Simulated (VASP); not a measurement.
Set up this calculation in VASP 6.6.1, as the native input.

```
Task                   : single point
Functional             : PBE
Potentials or basis    : VASP PAW PBE potentials, release 64 (B, Ru_pv)
Cutoff                 : 520 eV
k mesh                 : 4 × 4 × 4
Occupations            : gaussian, width 0.1 eV
Spin                   : no spin polarisation
Dipole correction      : no
Further INCAR settings : ALGO = Fast; EDIFF = 1e-07; NBANDS = 70
```

The structure of BRu4 lies in POSCAR:

```
BRu4
1.0
    5.1850961100      0.0000000000      0.0000000000
    0.0000000000      5.1850961100      0.0000000000
    0.0000000000      0.0000000000      5.1850961100
B Ru
2 8
Direct
    0.0000000000      0.0000000000      0.0000000000
    0.5000000000      0.5000000000      0.5000000000
    0.2019371200      0.2019371200      0.2019371200
    0.7980628800      0.7980628800      0.2019371200
    0.7980628800      0.2019371200      0.7980628800
    0.2019371200      0.7980628800      0.7980628800
    0.2019371200      0.2019371200      0.7980628800
    0.7980628800      0.7980628800      0.7980628800
    0.2019371200      0.7980628800      0.2019371200
    0.7980628800      0.2019371200      0.2019371200
```

The cell was generated, and may not be a known phase.

These files were run (other wordings do the same):

INCAR

```
SYSTEM = BRu4
PREC = Accurate
ENCUT = 520
EDIFF = 1E-7
ISMEAR = 0
SIGMA = 0.1
LREAL = .FALSE.
LASPH = .TRUE.
NELM = 100
ALGO = Fast
ISIF = 2
LWAVE = .FALSE.
LCHARG = .FALSE.
GGA = PE
NBANDS = 70
```

KPOINTS

```
Automatic mesh
0
G
  4 4 4
  0 0 0
```

Potentials or basis: VASP PAW PBE potentials, release 64 (B, Ru_pv).

Run with:

```console
$ cat potpaw_PBE.64/B/POTCAR potpaw_PBE.64/Ru_pv/POTCAR > POTCAR
$ mpirun -np 1 vasp_std > vasp.out
```

Results of the run:

```yaml
Pressure: 108.4 GPa
Largest_force: 21.426 eV/Å
Band_gap_on_the_k_mesh: zero (bands 59 and 60 overlap by 1.67 eV)
```

Caveat: the cell stands under pressure; forces of over 1 eV/Å act on the atoms, so gaps and moduli don't describe the material at rest.

Wall time 3.5 min on 1 thread of AMD EPYC 7R43 64-Core Processor (Zen 3), with other jobs on the host, peak memory 0.24 GiB.
